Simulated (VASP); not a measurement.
# Ge (Pm-3m) in VASP: notebook

The runs below take Ge through single point, relaxation of cell and atoms, with PBE.

Everything below comes from runs of VASP 6.6.1. Logs are shortened: lines on timing, memory, paths and dates and some standing lists are left out, and cuts for length are marked.

### Step 1. The cell of the first run

The structure is cubic, space group Pm-3m (No. 221). Conventional cell: a = 2.708 Å, b = 2.708 Å, c = 2.708 Å, α = 90.00°, β = 90.00°, γ = 90.00°. Within 3.6 Å of Ge (site symmetry m-3m) lie 6 Ge at 2.71 Å.

### Step 2. Single point, PBE

INCAR

```
PREC     = Accurate       # precision mode
ENCUT    = 520            # plane-wave cutoff, eV
EDIFF    = 1E-7           # SCF threshold, eV
ISMEAR   = -1             # smearing method
SIGMA    = 0.05           # smearing width, eV
LREAL    = F              # projectors in reciprocal space
LASPH    = T              # aspherical terms in the spheres
NELM     = 80             # most SCF steps
ALGO     = Normal         # electronic algorithm
ISIF     = 2              # what is computed and relaxed
LWAVE    = F              # write WAVECAR
LCHARG   = F              # write CHGCAR
GGA      = PE             # functional
NBANDS   = 13             # bands
```

KPOINTS

```
regular mesh
0
Gamma
  15 15 15
```

POSCAR

```
Ge
1.0
    2.7075340307      0.0000000000      0.0000000000
    0.0000000000      2.7075340307      0.0000000000
    0.0000000000      0.0000000000      2.7075340307
Ge
1
Direct
    0.0000000000      0.0000000000      0.0000000000
```

Potentials or basis: VASP PAW PBE potentials, release 64 (Ge_d).

Command:

```console
cat potpaw_PBE.64/Ge_d/POTCAR > POTCAR
mpirun -np 1 vasp_std > vasp.out
```

OUTCAR:

```text
PREC = Accurate
   ENCUT = 520
   EDIFF = 1E-7
   ISMEAR = -1
   LREAL = F
   LASPH = T
   NELM = 80
   ISIF = 2
   GGA = PE

 ion  position               nearest neighbor table
   1  0.000  0.000  0.000-

  LATTYP: Found a simple cubic cell.
 ALAT       =     2.7075340307

  Lattice vectors:

 A1 = (   2.7075340307,   0.0000000000,   0.0000000000)
 A2 = (   0.0000000000,   2.7075340307,   0.0000000000)
 A3 = (   0.0000000000,   0.0000000000,   2.7075340307)

Analysis of symmetry for initial positions (statically):
=====================================================================
 Subroutine PRICEL returns:
 Original cell was already a primitive cell.

 Routine SETGRP: Setting up the symmetry group for a
 simple cubic supercell.

 Subroutine GETGRP returns: Found 48 space group operations
 (whereof 48 operations were pure point group operations)
 out of a pool of 48 trial point group operations.

The static configuration has the point symmetry O_h .

Analysis of symmetry for dynamics (positions and initial velocities):
=====================================================================
 Subroutine PRICEL returns:
 Original cell was already a primitive cell.

 Routine SETGRP: Setting up the symmetry group for a
 simple cubic supercell.

 Subroutine GETGRP returns: Found 48 space group operations
 (whereof 48 operations were pure point group operations)
 out of a pool of 48 trial point group operations.

The dynamic configuration has the point symmetry O_h .

 Subroutine INISYM returns: Found 48 space group operations
 (whereof 48 operations are pure point group operations),
 and found     1 'primitive' translations

----------------------------------------------------------------------------------------

                                     Primitive cell

  volume of cell :      19.8482

  direct lattice vectors                    reciprocal lattice vectors
     2.707534031  0.000000000  0.000000000     0.369339771  0.000000000  0.000000000
     0.000000000  2.707534031  0.000000000     0.000000000  0.369339771  0.000000000
     0.000000000  0.000000000  2.707534031     0.000000000  0.000000000  0.369339771

  length of vectors
     2.707534031  2.707534031  2.707534031     0.369339771  0.369339771  0.369339771

  position of ions in fractional coordinates (direct lattice)
     0.000000000  0.000000000  0.000000000

  ion indices of the primitive-cell ions
   primitive index   ion index
[... 73 lines left out ...]
   EDIFF  = 0.1E-06   stopping-criterion for ELM
   LREAL  =      F    real-space projection
   EDIFFG = 0.1E-05   stopping-criterion for IOM
   NSW    =      0    number of steps for IOM
   IBRION =     -1    ionic relax: 0-MD 1-quasi-New 2-CG
   NFREE  =      0    steps in history (QN), initial steepest desc. (CG)
   ISIF   =      2    stress and relaxation
   ISYM   =      2    0-nonsym 1-usesym 2-fastsym
   POTIM  = 0.5000    time-step for ionic-motion
   TEBEG  =    0.0;   TEEND  =   0.0 temperature during run
   PSTRESS=    0.0 pullay stress
   NELECT =      14.0000    total number of electrons
   NUPDOWN=      -1.0000    fix difference up-down
   EMIN   =  10.00;   EMAX   =-10.00  energy-range for DOS
   EFERMI =   0.00;   METHOD = LEGACY
   ISMEAR =    -1;   SIGMA  =   0.05  broadening in eV -4-tet -1-fermi 0-gaus
   EFERMI_NEDOS =   21; number of points for ismear=-14 and -15
   IALGO  =     38    algorithm
   IMIX   =      4    mixing-type and parameters
     AMIX     =   0.40;   BMIX     =  1.00
     AMIX_MAG =   1.60;   BMIX_MAG =  1.00
  volume/ion in A,a.u.               =      19.85       133.94
  Fermi-wavevector in a.u.,A,eV,Ry     =   1.457282  2.753864 28.894294  2.123671
  Thomas-Fermi vector in A             =   2.574102
   LORBIT       =      0    0 simple, 1 ext, 2 COOP (PROOUT), +10 PAW based schemes
   GGA     = PE    functional components
   LHFCALC =     F    Hartree Fock is set to
   AEXX    =    0.0000 exact exchange contribution
   IVDW    =     0    specifies the selected vdW correction
   LEPSILON=     F    determine dielectric tensor
   LRPA    =     F    only Hartree local field effects (RPA)
 non-spin polarized calculation
  energy-cutoff  :      520.00
  volume of cell :       19.85
 maximum number of plane-waves:       552
   NGX = 11   NGY = 11   NGZ = 11

 number of electron      13.9999966 magnetization

 Free energy of the ion-electron system (eV)
  ---------------------------------------------------
  ext. energy  EPLUGINS =         0.00000000
  ---------------------------------------------------
  free energy    TOTEN  =        -4.27046631 eV

  energy without entropy =       -4.26462196  energy(sigma->0) =       -4.26754413

 E-fermi :   5.9169     XC(G=0): -10.9285

 val. band max:        5.9016406120   @ k =   0.2667   0.2667   0.0667
 cond. band min:       5.9399973831   @ k =   0.4667   0.4000   0.2667
 fundamental gap:      0.0383567712
 Fermi energy:         5.9168772583

 k-point     1 :       0.0000    0.0000    0.0000
  band No.  band energies     occupation
      1     -18.7289      2.00000
      2     -18.7289      2.00000
      3     -18.4833      2.00000
      4     -18.4833      2.00000
      5     -18.4833      2.00000
      6      -6.8091      2.00000
      7      12.5528      0.00000
      8      12.5528      0.00000
      9      12.5528      0.00000
     10      15.9831      0.00000
     11      15.9831      0.00000
     12      18.4145      0.00000
     13      34.6047      0.00000
[... 354 lines left out ...]
  band No.  band energies     occupation
      1     -18.6767      2.00000
      2     -18.5612      2.00000
      3     -18.5523      2.00000
      4     -18.5289      2.00000
      5     -18.5008      2.00000
      6      -3.9210      2.00000
      7       3.8491      2.00000
      8       8.9846      0.00000
      9      15.1345      0.00000
     10      17.1476      0.00000
     11      19.7475      0.00000
     12      25.0655      0.00000
     13      25.1601      0.00000

 [... further k-points ...]
[... 5 lines left out ...]
  --------------------------------------------------------------------------------------
  -------------------------------------------------------------------------------------
  Total        0.0103622      0.0103622      0.0103622      0.0000000      0.0000000     -0.0000000
  in kB        0.8364532      0.8364532      0.8364532      0.0000000      0.0000000     -0.0000000
  external PRESSURE =       0.8364532 kB  Pullay stress =       0.0000000 kB

 VOLUME and BASIS-vectors are now :
 -----------------------------------------------------------------------------
  energy-cutoff  :      520.00
  volume of cell :       19.85
      direct lattice vectors                 reciprocal lattice vectors
     2.707534031  0.000000000  0.000000000     0.369339771  0.000000000  0.000000000
     0.000000000  2.707534031  0.000000000     0.000000000  0.369339771  0.000000000
     0.000000000  0.000000000  2.707534031     0.000000000  0.000000000  0.369339771

 POSITION                                       TOTAL-FORCE (eV/Angst)
 -----------------------------------------------------------------------------------
      0.00000      0.00000      0.00000         0.000000      0.000000      0.000000
 -----------------------------------------------------------------------------------
    total drift:                               -0.000000      0.000000      0.000000

  FREE ENERGIE OF THE ION-ELECTRON SYSTEM (eV)
  ---------------------------------------------------
  free  energy   TOTEN  =        -4.2704663053 eV

  energy  without entropy=       -4.2646219567  energy(sigma->0) =       -4.26754413
```

Run time: 24 s. Hardware: 1 thread of Intel Xeon Platinum 8259CL at 2.50GHz (Skylake/Cascade Lake), shared host; peak memory 0.14 GiB.

Results:

- Free energy: -4.2705 eV
- Pressure: 0.1 GPa
- Band gap on the k mesh: zero (band 7 reaches 12.55 eV, above the bottom of band 8 at 3.63 eV)

### Step 3. Relaxation of cell and atoms, PBE

This run uses another cell than the first one, of 19.90 Å³/atom, 1.003 times its volume.

INCAR

```
ALGO = Normal
EDIFF = 1E-6
EDIFFG = -0.005
ENCUT = 600
GGA = PE
IBRION = 2
ISIF = 3
ISMEAR = -1
LASPH = True
LCHARG = False
LREAL = False
LWAVE = False
NELM = 100
NSW = 45
PREC = Accurate
SIGMA = 0.05
```

KPOINTS

```
k-points
0
Gamma
  15 15 15
```

POSCAR

```
Ge
1.0
    2.7099730374      0.0000000000      0.0000000000
    0.0000000000      2.7099730374      0.0000000000
    0.0000000000      0.0000000000      2.7099730374
Ge
1
Direct
    0.0000000000      0.0000000000      0.0000000000
```

Potentials or basis: VASP PAW PBE potentials, release 64 (Ge_d).

Command:

```console
cat potpaw_PBE.64/Ge_d/POTCAR > POTCAR
mpirun -np 1 vasp_std > vasp.out
```

OUTCAR:

```text
EDIFF = 1E-6
   EDIFFG = -0.005
   ENCUT = 600
   GGA = PE
   IBRION = 2
   ISIF = 3
   ISMEAR = -1
   LASPH = True
   LREAL = False
   NELM = 100
   NSW = 45
   PREC = Accurate

 ion  position               nearest neighbor table
   1  0.000  0.000  0.000-

  LATTYP: Found a simple cubic cell.
 ALAT       =     2.7099730374

  Lattice vectors:

 A1 = (   2.7099730374,   0.0000000000,   0.0000000000)
 A2 = (   0.0000000000,   2.7099730374,   0.0000000000)
 A3 = (   0.0000000000,   0.0000000000,   2.7099730374)

Analysis of symmetry for initial positions (statically):
=====================================================================
 Subroutine PRICEL returns:
 Original cell was already a primitive cell.

 Routine SETGRP: Setting up the symmetry group for a
 simple cubic supercell.

 Subroutine GETGRP returns: Found 48 space group operations
 (whereof 48 operations were pure point group operations)
 out of a pool of 48 trial point group operations.

The static configuration has the point symmetry O_h .

Analysis of symmetry for dynamics (positions and initial velocities):
=====================================================================
[... 165 lines left out ...]
  Total       -0.0105486     -0.0105486     -0.0105486      0.0000000      0.0000000      0.0000000
  in kB       -0.8491993     -0.8491993     -0.8491993      0.0000000      0.0000000      0.0000000
  external PRESSURE =      -0.8491993 kB  Pullay stress =       0.0000000 kB
[... 162 lines left out ...]
--------------------------------------- Ionic step        6  -------------------------------------------

 number of electron      13.9999994 magnetization

 Free energy of the ion-electron system (eV)
  ---------------------------------------------------
  ext. energy  EPLUGINS =         0.00000000
  ---------------------------------------------------
  free energy    TOTEN  =        -4.27060625 eV

  energy without entropy =       -4.26475257  energy(sigma->0) =       -4.26767941

 E-fermi :   5.8913     XC(G=0): -10.9162

 val. band max:        5.8784590219   @ k =   0.2667   0.2667   0.0667
 cond. band min:       5.9131952090   @ k =   0.4667   0.4000   0.2667
 fundamental gap:      0.0347361871
 Fermi energy:         5.8912624569

 k-point     1 :       0.0000    0.0000    0.0000
  band No.  band energies     occupation
      1     -18.7507      2.00000
      2     -18.7507      2.00000
      3     -18.5069      2.00000
      4     -18.5069      2.00000
      5     -18.5069      2.00000
      6      -6.8150      2.00000
      7      12.5137      0.00000
      8      12.5137      0.00000
      9      12.5137      0.00000
     10      15.9480      0.00000
     11      15.9480      0.00000
[... 309 lines left out ...]
 k-point    24 :       0.3333    0.2000    0.0000
  band No.  band energies     occupation
      1     -18.6989      2.00000
      2     -18.5841      2.00000
      3     -18.5753      2.00000
      4     -18.5521      2.00000
      5     -18.5243      2.00000
      6      -3.9336      2.00000
      7       3.8289      2.00000
      8       8.9525      0.00000
      9      15.0874      0.00000
     10      17.1096      0.00000
     11      19.7027      0.00000

 [... further k-points ...]
[... 5 lines left out ...]
  --------------------------------------------------------------------------------------
  -------------------------------------------------------------------------------------
  Total        0.0001247      0.0001247      0.0001247      0.0000000     -0.0000000      0.0000000
  in kB        0.0100411      0.0100411      0.0100411      0.0000000     -0.0000000      0.0000000
  external PRESSURE =       0.0100411 kB  Pullay stress =       0.0000000 kB
[... 16 lines left out ...]
  FREE ENERGIE OF THE ION-ELECTRON SYSTEM (eV)
  ---------------------------------------------------
  free  energy   TOTEN  =        -4.2706062505 eV

  energy  without entropy=       -4.2647525742  energy(sigma->0) =       -4.26767941

 reached required accuracy - stopping structural energy minimisation
```

OSZICAR:

```text
N       E                     dE             d eps       ncg     rms          rms(c)
DAV:   1     0.602625008028E+02    0.60263E+02   -0.83115E+03  2713   0.371E+03
DAV:   2     0.103318319621E+01   -0.59229E+02   -0.57232E+02  2703   0.442E+02
DAV:   3    -0.418548496463E+01   -0.52187E+01   -0.51831E+01  2999   0.786E+01
DAV:   4    -0.427384501302E+01   -0.88360E-01   -0.88318E-01  2946   0.114E+01
[... 29 lines left out ...]
DAV:   2    -0.427060763578E+01    0.23463E-05   -0.28496E-06  2477   0.444E-02    0.529E-03
DAV:   3    -0.427060682520E+01    0.81058E-06   -0.10298E-06  1646   0.238E-02
   5 F= -.42706068E+01 E0= -.42676798E+01  d E =0.866142E-06
       N       E                     dE             d eps       ncg     rms          rms(c)
DAV:   1    -0.427060724888E+01    0.38690E-06   -0.14270E-05  2523   0.921E-02    0.677E-03
DAV:   2    -0.427060625051E+01    0.99837E-06   -0.10068E-06  1551   0.267E-02
   6 F= -.42706063E+01 E0= -.42676794E+01  d E =0.144083E-05
```

CONTCAR:

```text
Ge
   1.00000000000000
     2.7097729452965567    0.0000000000000000    0.0000000000000000
     0.0000000000000000    2.7097729452965567    0.0000000000000000
     0.0000000000000000    0.0000000000000000    2.7097729452965567
  Ge
     1
Direct
     0.0000000000000000    0.0000000000000000    0.0000000000000000

  0.00000000E+00  0.00000000E+00  0.00000000E+00
```

Wall time 65 s (1 thread of Intel Xeon Platinum 8259CL at 2.50GHz (Skylake/Cascade Lake), shared host); peak memory 0.16 GiB.

What came out:

| Item | Value |
| --- | --- |
| Free energy | -4.2706 eV |
| Relaxed volume | 19.90 Å³/atom |
| Relaxed cell | a = 2.710 Å, b = 2.710 Å, c = 2.710 Å, α = 90.00°, β = 90.00°, γ = 90.00° |
| Space group after relaxing (to 0.05 Å) | Pm-3m (No. 221) |
| Energy gained by relaxing | 0.0 meV/atom |
| Ionic steps | 6 |
| Pressure after relaxing | 0.0 GPa |
| Band gap on the k mesh | zero (band 7 reaches 12.51 eV, above the bottom of band 8 at 3.61 eV) |

Final structure:
```xyz
1
Lattice="2.7098 0.0000 0.0000 0.0000 2.7098 0.0000 0.0000 0.0000 2.7098" Properties=species:S:1:pos:R:3 pbc="T T T"
Ge    0.0000    0.0000    0.0000
```

Levels at points of the mesh, in eV from the Fermi level:
```
           k point  band 5  band 6  band 7  band 8  band 9  band 10
(0.00, 0.00, 0.00)  -24.40  -12.71    6.62    6.62    6.62    10.06
```
